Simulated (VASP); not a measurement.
# Ir (P6_3/mmc) in VASP: single point with r2SCAN

Aim: the single point of Ir with r2SCAN.

Program: VASP 6.6.1. These are calculated values, not measurements. Logs are shortened: lines on timing, memory, paths and dates and some standing lists are left out, and cuts for length are marked.

**1. The cell of the first run**

Symmetry: P6_3/mmc, No. 194, hexagonal system. Conventional cell: a = 2.791 Å, b = 2.791 Å, c = 9.122 Å, α = 90.00°, β = 90.00°, γ = 120.00°. Within 3.7 Å of Ir (site symmetry -3m) lie 12 Ir at 2.79 Å. Within 3.7 Å of Ir (site symmetry -6m2) lie 12 Ir at 2.79 Å.

This isn't the form of Ir at room conditions, which is fcc.

**2. Single point, r2SCAN (15.38 Å³/atom)**

Input file POSCAR:

```
Ir
1.0
    2.7906299384      0.0000000000      0.0000000000
   -1.3953149692      2.4167564192      0.0000000000
    0.0000000000      0.0000000000      9.1216499462
Ir
4
Direct
    0.0000000000      0.0000000000      1.0000000000
    0.0000000000      0.0000000000      0.5000000000
    0.3333333333      0.6666666667      0.2500000000
    0.6666666667      0.3333333333      0.7500000000
```

Input file INCAR.step1:

```
  PREC = Accurate
  ENCUT = 620
  ISMEAR = -1
  SIGMA = 0.1
  LREAL = False
  LASPH = True
  NELM = 120
  NBANDS = 42
  GGA = PE
  ALGO = Normal
  EDIFF = 1E-5
  LWAVE = True
  LCHARG = False
  GGA_COMPAT = False
```

Input file INCAR.step2:

```
  PREC = Accurate
  ENCUT = 620
  EDIFF = 1E-6
  ISMEAR = -1
  SIGMA = 0.1
  LREAL = False
  LASPH = True
  NELM = 120
  ALGO = Normal
  ISIF = 2
  LWAVE = False
  LCHARG = False
  METAGGA = R2SCAN
  LMIXTAU = True
  NBANDS = 42
  ISTART = 1
  GGA_COMPAT = False
```

Input file KPOINTS:

```
regular mesh
0
Gamma
  15 15 4
```

Potentials or basis: VASP PAW PBE potentials, release 64 (Ir_sv_GW).

On the command line:

```sh
cat potpaw_PBE.64/Ir_sv_GW/POTCAR > POTCAR
cp INCAR.step1 INCAR
mpirun -np 1 vasp_std > vasp.out
cp INCAR.step2 INCAR
mpirun -np 1 vasp_std > vasp.out
```

OUTCAR:

```text
PREC = Accurate
   ENCUT = 620
   EDIFF = 1E-6
   ISMEAR = -1
   LREAL = False
   LASPH = True
   NELM = 120
   ISIF = 2
   METAGGA = R2SCAN
   ISTART = 1

 ion  position               nearest neighbor table
   1  0.000  0.000  0.000-   3 2.79   4 2.79   3 2.79   4 2.79   4 2.79   3 2.79
   2  0.000  0.000  0.500-   3 2.79   4 2.79   3 2.79   4 2.79   4 2.79   3 2.79
   3  0.333  0.667  0.250-   1 2.79   2 2.79   1 2.79   2 2.79   1 2.79   2 2.79
   4  0.667  0.333  0.750-   1 2.79   2 2.79   1 2.79   2 2.79   1 2.79   2 2.79

  LATTYP: Found a hexagonal cell.
 ALAT       =     2.7906299384
 C/A-ratio  =     3.2686705681

  Lattice vectors:

 A1 = (   2.7906299384,   0.0000000000,   0.0000000000)
 A2 = (  -1.3953149692,   2.4167564192,   0.0000000000)
 A3 = (   0.0000000000,   0.0000000000,   9.1216499462)

Analysis of symmetry for initial positions (statically):
=====================================================================
 Subroutine PRICEL returns:
 Original cell was already a primitive cell.

 Routine SETGRP: Setting up the symmetry group for a
 hexagonal supercell.

 Subroutine GETGRP returns: Found 24 space group operations
 (whereof 12 operations were pure point group operations)
 out of a pool of 24 trial point group operations.

The static configuration has the point symmetry D_3d.
 The point group associated with its full space group is D_6h.

Analysis of symmetry for dynamics (positions and initial velocities):
=====================================================================
 Subroutine PRICEL returns:
 Original cell was already a primitive cell.

 Routine SETGRP: Setting up the symmetry group for a
 hexagonal supercell.

 Subroutine GETGRP returns: Found 24 space group operations
 (whereof 12 operations were pure point group operations)
 out of a pool of 24 trial point group operations.

The dynamic configuration has the point symmetry D_3d.
 The point group associated with its full space group is D_6h.

 Subroutine INISYM returns: Found 24 space group operations
 (whereof 12 operations are pure point group operations),
 and found     1 'primitive' translations

----------------------------------------------------------------------------------------

                                     Primitive cell

  volume of cell :      61.5189

  direct lattice vectors                    reciprocal lattice vectors
     2.790629938  0.000000000  0.000000000     0.358342031  0.206888868  0.000000000
    -1.395314969  2.416756419  0.000000000     0.000000000  0.413777736  0.000000000
     0.000000000  0.000000000  9.121649946     0.000000000  0.000000000  0.109629289

  length of vectors
     2.790629938  2.790629938  9.121649946     0.413777736  0.413777736  0.109629289

  position of ions in fractional coordinates (direct lattice)
     0.000000000  0.000000000  0.000000000
     0.000000000  0.000000000  0.500000000
     0.333333333  0.666666667  0.250000000
     0.666666667  0.333333333  0.750000000

  ion indices of the primitive-cell ions
   primitive index   ion index
                 1           1
                 2           2
                 3           3
                 4           4

----------------------------------------------------------------------------------------

 KPOINTS: regular mesh

Automatic generation of k-mesh.
 Grid dimensions read from file:
 generate k-points for:   15   15    4

 Generating k-lattice:

  Cartesian coordinates                     Fractional coordinates (reciprocal lattice)
     0.023889469  0.013792591  0.000000000     0.066666667 -0.000000000  0.000000000
     0.000000000  0.027585182  0.000000000     0.000000000  0.066666667  0.000000000
     0.000000000  0.000000000  0.027407322     0.000000000  0.000000000  0.250000000

  Length of vectors
     0.027585182  0.027585182  0.027407322

  Shift w.r.t. Gamma in fractional coordinates (k-lattice)
     0.000000000  0.000000000  0.000000000

 Subroutine IBZKPT returns following result:
 ===========================================

 Found     81 irreducible k-points:

 Following reciprocal coordinates:
            Coordinates               Weight
  0.000000  0.000000  0.000000      1.000000
  0.066667  0.000000  0.000000      6.000000
  0.133333  0.000000  0.000000      6.000000
  0.200000 -0.000000  0.000000      6.000000
  0.266667  0.000000  0.000000      6.000000
  0.333333  0.000000  0.000000      6.000000
[... 16 lines left out ...]
  0.333333  0.200000  0.000000     12.000000
  0.400000  0.200000  0.000000      6.000000
 [... further k-points ...]
   k-points           NKPTS =     81   k-points in BZ     NKDIM =     81   number of bands    NBANDS=     42
   number of dos      NEDOS =    301   number of ions     NIONS =      4
   total plane-waves  NPLWV =  46080
   dimension x,y,z NGX =    24 NGY =   24 NGZ =   80
   dimension x,y,z NGXF=    48 NGYF=   48 NGZF=  160
   ions per type =               4
   NGX,Y,Z   is equivalent  to a cutoff of  14.30, 14.30, 14.58 a.u.
   NGXF,Y,Z  is equivalent  to a cutoff of  28.59, 28.59, 29.16 a.u.
 SYSTEM =  unknown system
   PREC   = accura    normal or accurate (medium, high low for compatibility)
   ISTART =      1    job   : 0-new  1-cont  2-samecut
   ICHARG =      0    charge: 1-file 2-atom 10-const
   ISPIN  =      1    spin polarized calculation?
   LNONCOLLINEAR =      F non collinear calculations
   LSORBIT =      F    spin-orbit coupling
   LASPH  =      T    aspherical Exc in radial PAW
   ENCUT  =  620.0 eV  45.57 Ry    6.75 a.u.   5.67  5.67 18.52*2*pi/ulx,y,z
   NELM   =    120;   NELMIN=  2; NELMDL=  0     # of ELM steps
   EDIFF  = 0.1E-05   stopping-criterion for ELM
   LREAL  =      F    real-space projection
   EDIFFG = 0.1E-04   stopping-criterion for IOM
   NSW    =      0    number of steps for IOM
   IBRION =     -1    ionic relax: 0-MD 1-quasi-New 2-CG
   NFREE  =      0    steps in history (QN), initial steepest desc. (CG)
   ISIF   =      2    stress and relaxation
   ISYM   =      2    0-nonsym 1-usesym 2-fastsym
   POTIM  = 0.5000    time-step for ionic-motion
   TEBEG  =    0.0;   TEEND  =   0.0 temperature during run
   PSTRESS=    0.0 pullay stress
   NELECT =      68.0000    total number of electrons
   NUPDOWN=      -1.0000    fix difference up-down
   EMIN   =  10.00;   EMAX   =-10.00  energy-range for DOS
   EFERMI =   0.00;   METHOD = LEGACY
   ISMEAR =    -1;   SIGMA  =   0.10  broadening in eV -4-tet -1-fermi 0-gaus
   EFERMI_NEDOS =   21; number of points for ismear=-14 and -15
   IALGO  =     38    algorithm
   IMIX   =      4    mixing-type and parameters
     AMIX     =   0.40;   BMIX     =  1.00
     AMIX_MAG =   1.60;   BMIX_MAG =  1.00
  volume/ion in A,a.u.               =      15.38       103.79
  Fermi-wavevector in a.u.,A,eV,Ry     =   1.692680  3.198702 38.982961  2.865167
  Thomas-Fermi vector in A             =   2.774223
   LORBIT       =      0    0 simple, 1 ext, 2 COOP (PROOUT), +10 PAW based schemes
   METAGGA = R2SCAN    functional components
   LHFCALC =     F    Hartree Fock is set to
   AEXX    =    0.0000 exact exchange contribution
   IVDW    =     0    specifies the selected vdW correction
   LEPSILON=     F    determine dielectric tensor
   LRPA    =     F    only Hartree local field effects (RPA)
 non-spin polarized calculation
  energy-cutoff  :      620.00
  volume of cell :       61.52
 maximum number of plane-waves:      2210
 NGX is ok and might be reduce to    24
   NGX = 11   NGY = 11   NGZ = 37

 number of electron      68.0000000 magnetization

 Free energy of the ion-electron system (eV)
  ---------------------------------------------------
  ext. energy  EPLUGINS =         0.00000000
  ---------------------------------------------------
  free energy    TOTEN  =      -211.16940694 eV

  energy without entropy =     -211.03111657  energy(sigma->0) =     -211.10026176

 E-fermi :  11.1078     XC(G=0): -15.2852

 val. band max:       11.0939871283   @ k =   0.2667   0.2667   0.5000
 cond. band min:      11.1092119733   @ k =   0.1333   0.1333   0.0000
 fundamental gap:      0.0152248450
 Fermi energy:        11.1077749153

 k-point     1 :       0.0000    0.0000    0.0000
  band No.  band energies     occupation
      1     -83.7096      2.00000
      2     -83.6918      2.00000
      3     -83.6746      2.00000
      4     -83.6571      2.00000
      5     -40.2121      2.00000
      6     -39.9069      2.00000
[... 34 lines left out ...]
     41      17.8736      0.00000
     42      24.4156      0.00000

 k-point     2 :       0.0667    0.0000    0.0000
  band No.  band energies     occupation
      1     -83.7076      2.00000
      2     -83.6904      2.00000
      3     -83.6732      2.00000
      4     -83.6561      2.00000
      5     -40.2034      2.00000
      6     -39.9096      2.00000
[... 34 lines left out ...]
     41      17.8250      0.00000
     42      24.6374      0.00000

 k-point     3 :       0.1333    0.0000    0.0000
  band No.  band energies     occupation
      1     -83.7023      2.00000
      2     -83.6864      2.00000
      3     -83.6695      2.00000
      4     -83.6532      2.00000
      5     -40.1783      2.00000
      6     -39.9220      2.00000
[... 34 lines left out ...]
     41      17.6915      0.00000
     42      25.1290      0.00000

 k-point     4 :       0.2000   -0.0000    0.0000
  band No.  band energies     occupation
      1     -83.6943      2.00000
      2     -83.6803      2.00000
      3     -83.6635      2.00000
      4     -83.6492      2.00000
      5     -40.1395      2.00000
      6     -39.9575      2.00000
[... 844 lines left out ...]
     41      19.3704      0.00000
     42      20.1346      0.00000

 k-point    23 :       0.3333    0.2000    0.0000
  band No.  band energies     occupation
      1     -83.6591      2.00000
      2     -83.6568      2.00000
      3     -83.6398      2.00000
      4     -83.6375      2.00000
      5     -40.1473      2.00000
      6     -40.1111      2.00000
[... 34 lines left out ...]
     41      18.6894      0.00000
     42      19.4092      0.00000

 k-point    24 :       0.4000    0.2000    0.0000
  band No.  band energies     occupation
      1     -83.6570      2.00000
      2     -83.6556      2.00000
      3     -83.6387      2.00000
      4     -83.6373      2.00000
      5     -40.1574      2.00000
      6     -40.1192      2.00000
[... 34 lines left out ...]
     41      18.1160      0.00000
     42      18.4403      0.00000

 [... further k-points ...]

------------------------ aborting loop because EDIFF is reached ----------------------------------------

  FORCE on cell =-STRESS in cart. coord.  units (eV):
  Direction    XX          YY          ZZ          XY          YZ          ZX
  --------------------------------------------------------------------------------------
  -------------------------------------------------------------------------------------
  Total       -9.4244271     -9.4244271     -9.5107130     -0.0000000      0.0000000     -0.0000000
  in kB     -245.4465950   -245.4465950   -247.6937951     -0.0000000      0.0000000     -0.0000000
  external PRESSURE =    -246.1956617 kB  Pullay stress =       0.0000000 kB

 VOLUME and BASIS-vectors are now :
 -----------------------------------------------------------------------------
  energy-cutoff  :      620.00
  volume of cell :       61.52
      direct lattice vectors                 reciprocal lattice vectors
     2.790629938  0.000000000  0.000000000     0.358342031  0.206888868  0.000000000
    -1.395314969  2.416756419  0.000000000     0.000000000  0.413777736  0.000000000
     0.000000000  0.000000000  9.121649946     0.000000000  0.000000000  0.109629289

 POSITION                                       TOTAL-FORCE (eV/Angst)
 -----------------------------------------------------------------------------------
      0.00000      0.00000      0.00000         0.000000     -0.000000      0.000000
      0.00000      0.00000      4.56082        -0.000000     -0.000000      0.000000
     -0.00000      1.61117      2.28041         0.000000      0.000000     -0.000000
      1.39531      0.80559      6.84124        -0.000000      0.000000      0.000000
 -----------------------------------------------------------------------------------
    total drift:                               -0.000000      0.000000     -0.000000

  FREE ENERGIE OF THE ION-ELECTRON SYSTEM (eV)
  ---------------------------------------------------
  free  energy   TOTEN  =      -211.1694069384 eV

  energy  without entropy=     -211.0311165720  energy(sigma->0) =     -211.10026176
```

Wall time 22 min (1 thread of Intel Xeon Platinum 8259CL at 2.50GHz (Skylake/Cascade Lake), shared host); peak memory 0.35 GiB.

What came out:

| Property | Result |
| --- | --- |
| Free energy | -211.1694 eV |
| Pressure | -24.6 GPa |
| Band gap on the k mesh | zero (bands 34 and 35 overlap by 2.31 eV) |

Stress tensor (GPa, compression positive):
```
-24.54   0.00   0.00
  0.00 -24.54   0.00
  0.00   0.00 -24.77
```

Levels at points of the mesh, in eV from the Fermi level:
| k point | band 31 | band 32 | band 33 | band 34 | band 35 | band 36 | band 37 | band 38 |
| --- | --- | --- | --- | --- | --- | --- | --- | --- |
| (0.00, 0.00, 0.00) | -3.00 | -1.67 | -1.67 | -0.96 | -0.96 | -0.50 | -0.34 | -0.34 |
| (0.00, 0.00, 0.50) | -2.42 | -2.42 | -1.30 | -1.30 | -1.30 | -1.30 | 0.18 | 0.18 |

Caveat: the cell stands under tension; the PAW data sets were made with another functional, which shifts forces and pressure a little; spin-orbit coupling is left out, which moves the levels of the heavy elements.
